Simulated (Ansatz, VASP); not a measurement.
Tl: VASP beside Ansatz

File INCAR:

```
SYSTEM = Tl
PREC     = Accurate       ! precision mode
ENCUT    = 520            ! plane-wave cutoff, eV
EDIFF    = 1E-6           ! SCF threshold, eV
ISMEAR   = 0              ! smearing method
SIGMA    = 0.15           ! smearing width, eV
LREAL    = .FALSE.        ! projectors in reciprocal space
LASPH    = .TRUE.         ! aspherical terms in the spheres
NELM     = 60             ! most SCF steps
ALGO     = Fast           ! electronic algorithm
ISIF     = 2              ! what is computed and relaxed
LWAVE    = .FALSE.        ! write WAVECAR
LCHARG   = .FALSE.        ! write CHGCAR
GGA      = PE             ! functional
NBANDS   = 20             ! bands
```

The input KPOINTS:

```
Automatic mesh
0
G
  18 18 10
  0 0 0
```

Contents of POSCAR:

```
Tl
1.0
    3.2831984387      0.0000000000      0.0000000000
   -1.6415992194      2.8433332536      0.0000000000
    0.0000000000      0.0000000000      5.6631250000
Tl
2
Direct
    0.3333333333      0.6666666667      0.2500000000
    0.6666666667      0.3333333333      0.7500000000
```

Input for Ansatz:

```yaml
crystal:
  lattice:
    - [3.2831984387, 0.0, 0.0]
    - [-1.6415992194, 2.8433332536, 0.0]
    - [0.0, 0.0, 5.663125]
  atoms:
    - { symbol: Tl, position: [0.3333333333, 0.6666666667, 0.25] }
    - { symbol: Tl, position: [0.6666666667, 0.3333333333, 0.75] }
basis:
  ecutwfc: 420
kpoints:
  mp_grid: { grid: [18, 18, 10] }
hamiltonian:
  xc: pbe
scf:
  occupations: { method: gaussian, width: 0.15 }
output:
  forces: true
  stress: true
  eigenvalues: true
```

Change from the starting cell: strain -0.050 along x and y, +0.025 along z, atoms carried along.

Alike in both runs: task single point; functional PBE; k mesh 18 × 18 × 10; occupations gaussian, width 0.15 eV; no spin polarisation.

|  | VASP | Ansatz |
| --- | --- | --- |
| version | VASP 6.6.1 | Ansatz 0.2.0 |
| potentials or method | VASP PAW PBE potentials, release 64 (Tl_d), cutoff 520 eV | scalar-relativistic, plane waves, PAW |
| valence electrons in the cell | 26 | 26 |

```tsv
	VASP	Ansatz	Ansatz less VASP
gap on the k mesh at the Fermi level (eV)	none	none	-
pressure (GPa)	7.2	7.3	+0.07
traceless stress, the component that is largest in VASP (GPa)	-1.83	-1.82	+0.005
```

A gap of «none» marks a metal or a gap that the smearing closes. The functional is the same, so the differences come from potentials, cutoffs and numerics.

Neither program's run includes spin-orbit coupling.
